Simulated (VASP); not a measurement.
Input of a VASP 6.6.1 run:

INCAR

```
PREC = Accurate
ENCUT = 600
EDIFF = 1E-6
ISMEAR = 0
SIGMA = 0.02
LREAL = F
LASPH = T
NELM = 100
ALGO = Normal
ISIF = 3
LWAVE = F
LCHARG = F
GGA = PS
IBRION = 2
NSW = 80
EDIFFG = -0.02
```

KPOINTS

```
regular mesh
0
Gamma
  15 15 9
```

File POSCAR:

```
Zr
1.0
    3.2320000000      0.0000000000      0.0000000000
   -1.6160000000      2.7989940000      0.0000000000
    0.0000000000      0.0000000000      5.1470000000
Zr
2
Direct
    0.3333333333      0.6666666667      0.2500000000
    0.6666666667      0.3333333333      0.7500000000
```

Potentials or basis: VASP PAW PBE potentials, release 64 (Zr_sv).

Run with:

```console
$ cat potpaw_PBE.64/Zr_sv/POTCAR > POTCAR
$ mpirun -np 1 vasp_std > vasp.out
```

(1) Estimate the relaxed volume.

(2) Estimate the band gap on the k mesh.

(3) What does it give for the relaxed cell?

(4) Predict the space group after relaxing (to 0.05 Å).

## Answers

(1) 22.48 Å³/atom.

(2) zero (band 12 reaches 10.24 eV, above the bottom of band 13 at 9.03 eV).

(3) a = 3.186 Å, b = 3.186 Å, c = 5.116 Å, α = 90.00°, β = 90.00°, γ = 120.00°.

(4) P6_3/mmc (No. 194).

Caveat: the PAW data sets were made with another functional, which shifts forces and pressure a little.
